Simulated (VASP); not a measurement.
Be3Nb2P4, 9 atoms in the cell. The structure is orthorhombic, space group Fmmm (No. 69). Conventional cell: a = 4.649 Å, b = 8.221 Å, c = 11.741 Å, α = 90.00°, β = 90.00°, γ = 90.00°. Within 3.0 Å of Be (site symmetry 2/m) lie 4 P at 2.25 Å and 4 Be at 2.32 to 2.36 Å and 4 Nb at 2.99 Å. Within 3.0 Å of Be (site symmetry mmm) lie 4 P at 2.24 Å and 4 Be at 2.36 Å and 4 Nb at 2.96 Å. Nb (site symmetry mm2) has 8 P at 2.62 to 2.77 Å and 6 Be at 2.96 to 2.99 Å and 2 Nb at 3.21 Å within 3.5 Å. Within 3.0 Å of P (site symmetry m) lie 3 Be at 2.24 to 2.25 Å and 4 Nb at 2.62 to 2.77 Å and 4 P at 2.68 to 2.73 Å. 

- Program: VASP 6.6.1
- Task: single point
- Functional: PBE
- Potentials or basis: VASP PAW PBE potentials, release 64 (Be, Nb_sv, P)
- Cutoff: 520 eV
- k mesh: 4 × 4 × 4
- Occupations: gaussian, width 0.1 eV
- Spin: no spin polarisation
- Dipole correction: no
- Further INCAR settings: ALGO = Normal; EDIFF = 1e-07; NBANDS = 36

Potentials or basis: VASP PAW PBE potentials, release 64 (Be, Nb_sv, P).

Launch:

```sh
$ cat potpaw_PBE.64/Be/POTCAR potpaw_PBE.64/Nb_sv/POTCAR potpaw_PBE.64/P/POTCAR > POTCAR
$ mpirun -np 1 vasp_std > vasp.out
```

Hardware: 1 thread of Intel(R) Xeon(R) 6975P-C (Granite Rapids) (shared host).

Question: Estimate the wall time of this run.

Answer: Run time: 55 s on 1 thread of Intel(R) Xeon(R) 6975P-C (Granite Rapids), on a shared host, peak memory 0.31 GiB. Counts: scf iterations 16, k points 18.
